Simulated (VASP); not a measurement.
# PbO (P6_3/mmc) in VASP: notebook

The runs below take PbO through single point, with PBE, PBEsol, LDA.

Program: VASP 6.6.1. These are calculated values, not measurements. Logs are shortened: lines on timing, memory, paths and dates and some standing lists are left out, and cuts for length are marked.

### Step 1. The cell of the first run

It takes space group P6_3/mmc (No. 194, hexagonal). Conventional cell: a = 3.618 Å, b = 3.618 Å, c = 6.352 Å, α = 90.00°, β = 90.00°, γ = 120.00°. Within 3.9 Å of Pb (site symmetry -6m2) lie 6 O at 2.62 Å and 12 Pb at 3.62 to 3.80 Å. O (site symmetry -3m) has 6 Pb at 2.62 Å and 8 O at 3.18 to 3.62 Å within 3.7 Å.

### Step 2. Single point, PBE

Contents of INCAR:

```
SYSTEM = PbO
ALGO = Normal
EDIFF = 1E-7
ENCUT = 520
GGA = PE
ISIF = 2
ISMEAR = 0
LASPH = .True.
LCHARG = .True.
LELF = .True.
LREAL = .False.
LVHAR = .True.
LWAVE = .False.
NBANDS = 28
NELM = 80
PREC = Accurate
SIGMA = 0.05
```

Contents of KPOINTS:

```
k-points
0
Gamma
  10 10 6
  0 0 0
```

Contents of POSCAR:

```
PbO
1.0
    3.6181561545      0.0000000000      0.0000000000
   -1.8090780772      3.1334151446      0.0000000000
    0.0000000000      0.0000000000      6.3515547832
Pb O
2 2
Direct
    0.3333333333      0.6666666667      0.2500000000
    0.6666666667      0.3333333333      0.7500000000
    0.0000000000      0.0000000000      0.0000000000
    0.0000000000      0.0000000000      0.5000000000
```

Potentials or basis: VASP PAW PBE potentials, release 64 (Pb_d, O).

On the command line:

```
> cat potpaw_PBE.64/Pb_d/POTCAR potpaw_PBE.64/O/POTCAR > POTCAR
> mpirun -np 1 vasp_std > vasp.out
```

OUTCAR:

```text
SYSTEM = PbO
   EDIFF = 1E-7
   ENCUT = 520
   GGA = PE
   ISIF = 2
   ISMEAR = 0
   LASPH = .True.
   LREAL = .False.
   NELM = 80
   PREC = Accurate

 ion  position               nearest neighbor table
   1  0.333  0.667  0.250-   3 2.62   4 2.62   3 2.62   4 2.62   3 2.62   4 2.62   2 3.80   2 3.80
                             2 3.80   2 3.80   2 3.80   2 3.80
   2  0.667  0.333  0.750-   3 2.62   4 2.62   3 2.62   4 2.62   3 2.62   4 2.62   1 3.80   1 3.80
                             1 3.80   1 3.80   1 3.80   1 3.80
   3  0.000  0.000  0.000-   1 2.62   2 2.62   1 2.62   2 2.62   2 2.62   1 2.62
   4  0.000  0.000  0.500-   1 2.62   2 2.62   1 2.62   2 2.62   2 2.62   1 2.62

  LATTYP: Found a hexagonal cell.
 ALAT       =     3.6181561545
 C/A-ratio  =     1.7554672911

  Lattice vectors:

 A1 = (   3.6181561545,   0.0000000000,   0.0000000000)
 A2 = (  -1.8090780772,   3.1334151446,   0.0000000000)
 A3 = (   0.0000000000,   0.0000000000,   6.3515547832)

Analysis of symmetry for initial positions (statically):
=====================================================================
 Subroutine PRICEL returns:
 Original cell was already a primitive cell.

 Routine SETGRP: Setting up the symmetry group for a
 hexagonal supercell.

 Subroutine GETGRP returns: Found 24 space group operations
 (whereof 12 operations were pure point group operations)
 out of a pool of 24 trial point group operations.

The static configuration has the point symmetry D_3d.
 The point group associated with its full space group is D_6h.

Analysis of symmetry for dynamics (positions and initial velocities):
=====================================================================
 Subroutine PRICEL returns:
 Original cell was already a primitive cell.

 Routine SETGRP: Setting up the symmetry group for a
 hexagonal supercell.

 Subroutine GETGRP returns: Found 24 space group operations
 (whereof 12 operations were pure point group operations)
 out of a pool of 24 trial point group operations.

The dynamic configuration has the point symmetry D_3d.
 The point group associated with its full space group is D_6h.

 Subroutine INISYM returns: Found 24 space group operations
 (whereof 12 operations are pure point group operations),
 and found     1 'primitive' translations

----------------------------------------------------------------------------------------

                                     Primitive cell

  volume of cell :      72.0088

  direct lattice vectors                    reciprocal lattice vectors
     3.618156154  0.000000000  0.000000000     0.276383870  0.159570302  0.000000000
    -1.809078077  3.133415145  0.000000000     0.000000000  0.319140603  0.000000000
     0.000000000  0.000000000  6.351554783     0.000000000  0.000000000  0.157441766

  length of vectors
     3.618156154  3.618156154  6.351554783     0.319140603  0.319140603  0.157441766

  position of ions in fractional coordinates (direct lattice)
     0.333333333  0.666666667  0.250000000
     0.666666667  0.333333333  0.750000000
     0.000000000  0.000000000  0.000000000
     0.000000000  0.000000000  0.500000000

  ion indices of the primitive-cell ions
   primitive index   ion index
                 1           1
                 2           2
                 3           3
                 4           4

----------------------------------------------------------------------------------------

 KPOINTS: k-points

Automatic generation of k-mesh.
 Grid dimensions read from file:
 generate k-points for:   10   10    6

 Generating k-lattice:

  Cartesian coordinates                     Fractional coordinates (reciprocal lattice)
     0.027638387  0.015957030  0.000000000     0.100000000 -0.000000000  0.000000000
     0.000000000  0.031914060  0.000000000     0.000000000  0.100000000  0.000000000
     0.000000000  0.000000000  0.026240294     0.000000000  0.000000000  0.166666667

  Length of vectors
     0.031914060  0.031914060  0.026240294

  Shift w.r.t. Gamma in fractional coordinates (k-lattice)
     0.000000000  0.000000000  0.000000000

 Subroutine IBZKPT returns following result:
 ===========================================

 Found     56 irreducible k-points:

 Following reciprocal coordinates:
            Coordinates               Weight
  0.000000  0.000000  0.000000      1.000000
  0.100000  0.000000  0.000000      6.000000
  0.200000  0.000000  0.000000      6.000000
  0.300000  0.000000  0.000000      6.000000
  0.400000  0.000000  0.000000      6.000000
  0.500000  0.000000  0.000000      3.000000
[... 16 lines left out ...]
  0.300000  0.100000  0.166667     24.000000
  0.400000  0.100000  0.166667     24.000000
 [... further k-points ...]
   k-points           NKPTS =     56   k-points in BZ     NKDIM =     56   number of bands    NBANDS=     28
   number of dos      NEDOS =    301   number of ions     NIONS =      4
   total plane-waves  NPLWV =  37632
   dimension x,y,z NGX =    28 NGY =   28 NGZ =   48
   dimension x,y,z NGXF=    56 NGYF=   56 NGZF=   96
   ions per type =               2   2
   NGX,Y,Z   is equivalent  to a cutoff of  12.87, 12.87, 12.56 a.u.
   NGXF,Y,Z  is equivalent  to a cutoff of  25.73, 25.73, 25.13 a.u.
 SYSTEM =  PbO
   PREC   = accura    normal or accurate (medium, high low for compatibility)
   ISTART =      0    job   : 0-new  1-cont  2-samecut
   ICHARG =      2    charge: 1-file 2-atom 10-const
   ISPIN  =      1    spin polarized calculation?
   LNONCOLLINEAR =      F non collinear calculations
   LSORBIT =      F    spin-orbit coupling
   LASPH  =      T    aspherical Exc in radial PAW
   ENCUT  =  520.0 eV  38.22 Ry    6.18 a.u.   6.73  6.73 11.81*2*pi/ulx,y,z
   NELM   =     80;   NELMIN=  2; NELMDL= -5     # of ELM steps
   EDIFF  = 0.1E-06   stopping-criterion for ELM
   LREAL  =      F    real-space projection
   EDIFFG = 0.1E-05   stopping-criterion for IOM
   NSW    =      0    number of steps for IOM
   IBRION =     -1    ionic relax: 0-MD 1-quasi-New 2-CG
   NFREE  =      0    steps in history (QN), initial steepest desc. (CG)
   ISIF   =      2    stress and relaxation
   ISYM   =      2    0-nonsym 1-usesym 2-fastsym
   POTIM  = 0.5000    time-step for ionic-motion
   TEBEG  =    0.0;   TEEND  =   0.0 temperature during run
   PSTRESS=    0.0 pullay stress
   NELECT =      40.0000    total number of electrons
   NUPDOWN=      -1.0000    fix difference up-down
   EMIN   =  10.00;   EMAX   =-10.00  energy-range for DOS
   EFERMI =   0.00;   METHOD = LEGACY
   ISMEAR =     0;   SIGMA  =   0.05  broadening in eV -4-tet -1-fermi 0-gaus
   EFERMI_NEDOS =   21; number of points for ismear=-14 and -15
   IALGO  =     38    algorithm
   IMIX   =      4    mixing-type and parameters
     AMIX     =   0.40;   BMIX     =  1.00
     AMIX_MAG =   1.60;   BMIX_MAG =  1.00
  volume/ion in A,a.u.               =      18.00       121.48
  Fermi-wavevector in a.u.,A,eV,Ry     =   1.345756  2.543111 24.640965  1.811060
  Thomas-Fermi vector in A             =   2.473643
   LORBIT       =      0    0 simple, 1 ext, 2 COOP (PROOUT), +10 PAW based schemes
   GGA     = PE    functional components
   LHFCALC =     F    Hartree Fock is set to
   AEXX    =    0.0000 exact exchange contribution
   IVDW    =     0    specifies the selected vdW correction
   LEPSILON=     F    determine dielectric tensor
   LRPA    =     F    only Hartree local field effects (RPA)
 non-spin polarized calculation
 Gauss-broadening in eV      SIGMA  =   0.05
  energy-cutoff  :      520.00
  volume of cell :       72.01
 maximum number of plane-waves:      1963
 NGX is ok and might be reduce to    28
   NGX = 13   NGY = 13   NGZ = 23

 number of electron      39.9999993 magnetization

 Free energy of the ion-electron system (eV)
  ---------------------------------------------------
  ext. energy  EPLUGINS =         0.00000000
  ---------------------------------------------------
  free energy    TOTEN  =       -20.58118899 eV

  energy without entropy =      -20.58117408  energy(sigma->0) =      -20.58118153

 E-fermi :   6.5266     XC(G=0): -10.5939

 val. band max:        6.4424020740   @ k =   0.0000   0.0000   0.0000
 cond. band min:       6.6219011886   @ k =   0.5000   0.0000   0.1667
 fundamental gap:      0.1794991146
 Fermi energy:         6.5266478360

 k-point     1 :       0.0000    0.0000    0.0000
  band No.  band energies     occupation
      1     -11.1515      2.00000
      2     -10.4821      2.00000
      3     -10.0710      2.00000
      4     -10.0710      2.00000
      5     -10.0467      2.00000
      6     -10.0452      2.00000
[... 20 lines left out ...]
     27      15.6413      0.00000
     28      15.9469      0.00000

 k-point     2 :       0.1000    0.0000    0.0000
  band No.  band energies     occupation
      1     -11.1281      2.00000
      2     -10.5920      2.00000
      3     -10.0623      2.00000
      4     -10.0525      2.00000
      5     -10.0503      2.00000
      6     -10.0327      2.00000
[... 20 lines left out ...]
     27      15.9851      0.00000
     28      16.5530      0.00000

 k-point     3 :       0.2000    0.0000    0.0000
  band No.  band energies     occupation
      1     -11.0765      2.00000
      2     -10.7809      2.00000
      3     -10.0680      2.00000
      4     -10.0364      2.00000
      5     -10.0035      2.00000
      6     -10.0022      2.00000
[... 20 lines left out ...]
     27      15.9538      0.00000
     28      17.4277      0.00000

 k-point     4 :       0.3000    0.0000    0.0000
  band No.  band energies     occupation
      1     -11.0329      2.00000
      2     -10.9412      2.00000
      3     -10.0866      2.00000
      4     -10.0046      2.00000
      5      -9.9749      2.00000
      6      -9.9642      2.00000
[... 578 lines left out ...]
     27      16.2254      0.00000
     28      17.1211      0.00000

 k-point    23 :       0.3000    0.1000    0.1667
  band No.  band energies     occupation
      1     -11.0174      2.00000
      2     -11.0100      2.00000
      3     -10.0808      2.00000
      4     -10.0354      2.00000
      5      -9.9812      2.00000
      6      -9.9558      2.00000
[... 20 lines left out ...]
     27      16.1053      0.00000
     28      16.8329      0.00000

 k-point    24 :       0.4000    0.1000    0.1667
  band No.  band energies     occupation
      1     -11.0719      2.00000
      2     -11.0080      2.00000
      3     -10.0900      2.00000
      4     -10.0394      2.00000
      5      -9.9911      2.00000
      6      -9.9255      2.00000
[... 20 lines left out ...]
     27      15.9965      0.00000
     28      16.8156      0.00000

 [... further k-points ...]

------------------------ aborting loop because EDIFF is reached ----------------------------------------

  FORCE on cell =-STRESS in cart. coord.  units (eV):
  Direction    XX          YY          ZZ          XY          YZ          ZX
  --------------------------------------------------------------------------------------
  -------------------------------------------------------------------------------------
  Total       -0.0220659     -0.0220659     -0.0245057     -0.0000000      0.0000000     -0.0000000
  in kB       -0.4909619     -0.4909619     -0.5452448     -0.0000000      0.0000000     -0.0000000
  external PRESSURE =      -0.5090562 kB  Pullay stress =       0.0000000 kB

 VOLUME and BASIS-vectors are now :
 -----------------------------------------------------------------------------
  energy-cutoff  :      520.00
  volume of cell :       72.01
      direct lattice vectors                 reciprocal lattice vectors
     3.618156154  0.000000000  0.000000000     0.276383870  0.159570302  0.000000000
    -1.809078077  3.133415145  0.000000000     0.000000000  0.319140603  0.000000000
     0.000000000  0.000000000  6.351554783     0.000000000  0.000000000  0.157441766

 POSITION                                       TOTAL-FORCE (eV/Angst)
 -----------------------------------------------------------------------------------
     -0.00000      2.08894      1.58789         0.000000      0.000000     -0.000000
      1.80908      1.04447      4.76367        -0.000000     -0.000000      0.000000
      0.00000      0.00000      0.00000        -0.000000      0.000000      0.000000
      0.00000      0.00000      3.17578        -0.000000      0.000000      0.000000
 -----------------------------------------------------------------------------------
    total drift:                               -0.000000      0.000000      0.000000

  FREE ENERGIE OF THE ION-ELECTRON SYSTEM (eV)
  ---------------------------------------------------
  free  energy   TOTEN  =       -20.5811889920 eV

  energy  without entropy=      -20.5811740776  energy(sigma->0) =      -20.58118153
```

Wall time 2.6 min (1 thread of Intel Xeon Platinum 8488C (Sapphire Rapids), shared host); peak memory 0.24 GiB.

Results:

```yaml
Free_energy: -20.5812 eV
Pressure: -0.1 GPa
Band_gap_on_the_k_mesh: 0.18 eV (least direct gap 0.20 eV)
```

Caveat: spin-orbit coupling is left out, which moves the levels of the heavy elements.

### Step 3. Single point, PBEsol

Contents of INCAR:

```
PREC = Accurate ; ENCUT = 520
EDIFF = 1E-7 ; ISMEAR = 0
SIGMA = 0.05 ; LREAL = F
LASPH = T ; NELM = 80
ALGO = Normal ; ISIF = 2
LWAVE = F ; LCHARG = T
GGA = PS ; LELF = T
LVHAR = T ; NBANDS = 28
```

Contents of KPOINTS:

```
regular mesh
0
Gamma
  10 10 6
```

POSCAR is that of step 2.

Potentials or basis: VASP PAW PBE potentials, release 64 (Pb_d, O).

On the command line:

```
> cat potpaw_PBE.64/Pb_d/POTCAR potpaw_PBE.64/O/POTCAR > POTCAR
> mpirun -np 1 vasp_std > vasp.out
```

Run time: 2.3 min. Hardware: 1 thread of Intel Xeon Platinum 8488C (Sapphire Rapids), shared host; peak memory 0.24 GiB.

Results (log left out):

* Free energy: -21.9791 eV
* Pressure: -4.5 GPa
* Band gap on the k mesh: 0.12 eV (least direct gap 0.14 eV)

Stress tensor (GPa, compression positive):
```
-4.46  0.00  0.00
 0.00 -4.46  0.00
 0.00  0.00 -4.68
```

Levels at points of the mesh, in eV from the valence-band top:
```tsv
k point	band 18	band 19	band 20	band 21	band 22	band 23
(0.00, 0.00, 0.00)	-1.84	-1.84	0.00	0.29	5.51	5.51
(0.50, 0.00, 0.00)	-1.93	-1.53	-0.39	0.29	3.37	3.77
(0.00, 0.00, 0.50)	-2.03	-1.79	-1.79	3.81	3.81	6.65
(0.50, 0.00, 0.50)	-2.58	-1.63	-1.63	1.73	1.73	5.53
```

Caveat: the cell stands under tension; the PAW data sets were made with another functional, which shifts forces and pressure a little; spin-orbit coupling is left out, which moves the levels of the heavy elements.

[end of part 1 of 2]
